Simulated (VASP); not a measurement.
Here is a VASP 6.6.1 calculation.

File INCAR:

```
SYSTEM = Ta2Au
PREC = Accurate ; ENCUT = 520
EDIFF = 1E-7 ; ISMEAR = 0
SIGMA = 0.1 ; LREAL = .False.
LASPH = .True. ; NELM = 100
ALGO = Fast ; ISIF = 2
LWAVE = .False. ; LCHARG = .False.
GGA = PE ; NBANDS = 42
```

Contents of KPOINTS:

```
Automatic mesh
0
Gamma
  8 8 8
  0 0 0
```

File POSCAR:

```
Ta2Au
1.0
    0.0000000000      3.8389042347      3.8389042347
    3.8389042347      0.0000000000      3.8389042347
    3.8389042347      3.8389042347      0.0000000000
Ta Au
4 2
Direct
    0.1250000000      0.1250000000      0.1250000000
    0.6250000000      0.1250000000      0.1250000000
    0.1250000000      0.1250000000      0.6250000000
    0.1250000000      0.6250000000      0.1250000000
    0.5000000000      0.5000000000      0.5000000000
    0.7500000000      0.7500000000      0.7500000000
```

Potentials or basis: VASP PAW PBE potentials, release 64 (Ta_pv, Au).

The run is started by

```console
$ cat potpaw_PBE.64/Ta_pv/POTCAR potpaw_PBE.64/Au/POTCAR > POTCAR
$ mpirun -np 1 vasp_std > vasp.out
```

Problem. What does it give for the band gap on the k mesh?

Solution. Zero (bands 33 and 34 overlap by 1.33 eV).

Problem. Estimate the pressure.

Solution. 0.1 GPa.

Caveat: spin-orbit coupling is left out, which moves the levels of the heavy elements.
